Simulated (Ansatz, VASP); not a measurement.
## Re: VASP beside Ansatz

INCAR

```
PREC = Accurate ; ENCUT = 600
EDIFF = 1E-7 ; ISMEAR = -1
SIGMA = 0.08 ; LREAL = False
LASPH = True ; NELM = 60
ALGO = Normal ; ISIF = 3
LWAVE = False ; LCHARG = False
GGA = PS ; IBRION = 2
NSW = 100 ; EDIFFG = -0.002
```

KPOINTS

```
Automatic mesh
0
Gamma
  18 18 10
```

File POSCAR:

```
Re
1.0
    2.7608000000      0.0000000000      0.0000000000
   -1.3804000000      2.3909229348      0.0000000000
    0.0000000000      0.0000000000      4.4582000000
Re
2
Direct
    0.3333333333      0.6666666667      0.2500000000
    0.6666666667      0.3333333333      0.7500000000
```

Input for Ansatz:

```yaml
crystal:
  lattice:
    - [2.76080000001, 0.0, 0.0]
    - [-1.38040000001, 2.39092293478, 0.0]
    - [0.0, 0.0, 4.4582]
  atoms:
    - { symbol: Re, position: [0.333333333333, 0.666666666667, 0.25] }
    - { symbol: Re, position: [0.666666666667, 0.333333333333, 0.75] }
kpoints:
  mp_grid: { grid: [18, 18, 10] }
scf:
  occupations: { method: fermi_dirac, width: 0.08 }
hamiltonian:
  xc: pbesol
  pseudopotentials: { kind: paw }
relax:
  f_tol: 0.002
  max_steps: 80
  cell: {}
output:
  forces: true
  stress: true
  write_density: true
  write_potential: true
  elf: true
  volumetric_format: npy
```

Alike in both runs: task relaxation of cell and atoms; functional PBEsol; k mesh 18 × 18 × 10; occupations fermi-dirac, width 0.08 eV; no spin polarisation.

```csv
,VASP,Ansatz
version,VASP 6.6.1,Ansatz 0.2.0
potentials or method,"VASP PAW PBE potentials, release 64 (Re)","PAW with Ansatz's default frozen-core files, scalar-relativistic"
plane-wave cutoff (eV),600,420
valence electrons in the cell,14,30
```

```csv
,VASP,Ansatz,Ansatz less VASP
relaxed volume (Å³/atom),14.56,14.56,-0.005
relaxed length of the cell vector where the two differ most in proportion (Å),2.752,2.751,-0.0005
```

VASP's potentials were made for PBE, not for PBEsol. VASP's potentials hold 14 valence electrons a cell and Ansatz's 30, so a difference there can come from the potentials and not from the codes.

Neither program's run includes spin-orbit coupling.
